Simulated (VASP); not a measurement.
**Hf: single point with PBEsol**

Crystal: Hf.

```
Hf
1.0
     1.57923   -2.73530    0.00000
     1.57923    2.73530    0.00000
     0.00000    0.00000    5.00180
Hf
2
Direct
  0.66667 0.33333 0.25000
  0.33333 0.66667 0.75000
```

```json
{
 "Program": "VASP 6.6.1",
 "Task": "single point",
 "Functional": "PBEsol",
 "Potentials or basis": "VASP PAW PBE potentials, release 64 (Hf_pv)",
 "Cutoff": "520 eV",
 "k mesh": "12 × 12 × 7",
 "Occupations": "fermi-dirac, width 0.08 eV",
 "Spin": "no spin polarisation"
}
```

```
Pressure               : -0.3 GPa
Band gap on the k mesh : zero (bands 10 and 11 overlap by 1.46 eV)
```

Stress tensor (GPa, compression positive):
```
-0.27  0.00  0.00
 0.00 -0.27  0.00
 0.00  0.00 -0.37
```

Levels at points of the mesh, in eV from the Fermi level:
| k point | band 7 | band 8 | band 9 | band 10 | band 11 | band 12 | band 13 | band 14 |
| --- | --- | --- | --- | --- | --- | --- | --- | --- |
| (0.00, 0.00, 0.00) | -7.50 | -3.82 | 0.80 | 1.18 | 1.18 | 1.46 | 2.04 | 2.04 |
| (0.50, 0.00, 0.00) | -3.41 | -2.87 | -2.33 | -0.71 | 0.78 | 0.91 | 1.74 | 6.13 |

It took 44 s on 1 thread of AMD EPYC 9R14 (Zen 4), on a shared host, peak memory 0.15 GiB.

Caveat: the PAW data sets were made with another functional, which shifts forces and pressure a little; spin-orbit coupling is left out, which moves the levels of the heavy elements.
